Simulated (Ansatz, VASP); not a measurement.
## One calculation of Zn, two programs

```
Zn
1.0
     0.00000    1.96434    2.05607
     1.96434    0.00000    2.05607
     1.96434    1.96434    0.00000
Zn
1
Direct
  0.00000 0.00000 0.00000
```

Change from the starting cell: engineering shear strain xy +0.0000, normal strain along z +0.0467.

Alike in both runs: task single point; functional PBE; k mesh 20 × 20 × 20; occupations gaussian, width 0.15 eV; no spin polarisation.

```csv
,VASP,Ansatz
version,VASP 6.6.1,Ansatz 0.2.0
potentials or method,"VASP PAW PBE potentials, release 64 (Zn), cutoff 520 eV","scalar-relativistic, plane waves, PAW"
valence electrons in the cell,12,12
```

```tsv
	VASP	Ansatz	Ansatz less VASP
gap on the k mesh at the Fermi level (eV)	none	none	-
pressure (GPa)	-2.5	-2.7	-0.26
traceless stress, the component that is largest in VASP (GPa)	-2.03	-2.03	+0.006
```

A gap of «none» marks a metal or a gap that the smearing closes. With one functional, cell and mesh, what is left measures potentials, basis and numerics.
